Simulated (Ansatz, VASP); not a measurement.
## MgS: VASP beside Ansatz

```xyz
2
Lattice="3.2730 0.0000 0.0000 0.0000 3.2730 0.0000 0.0000 0.0000 3.2730" Properties=species:S:1:pos:R:3 pbc="T T T"
Mg    0.0000    0.0000    0.0000
S     1.6365    1.6365    1.6365
```

Change from the starting cell: species swapped into the HfRh type (Pm-3m, No. 221).

Alike in both runs: functional PBE; k mesh 6 × 6 × 6; occupations gaussian, width 0.1 eV; no spin polarisation.

Ansatz relaxed the structure, and its values are those at the end. VASP's run is a single point on that final structure, the one shown.

|  | VASP | Ansatz |
| --- | --- | --- |
| version | VASP 6.6.1 | Ansatz 0.2.0 |
| potentials or method | VASP PAW PBE potentials, release 64 (Mg, S), cutoff 520 eV | scalar-relativistic, plane waves, PAW |
| valence electrons in the cell | 8 | 16 |

```csv
,VASP,Ansatz,Ansatz less VASP
gap on the k mesh at the Fermi level (eV),none,none,-
pressure (GPa),-0.3,0.0,+0.32
```

A gap of «none» marks a metal or a gap that the smearing closes. VASP's potentials hold 8 valence electrons a cell and Ansatz's 16, so a difference there can come from the potentials and not from the codes.
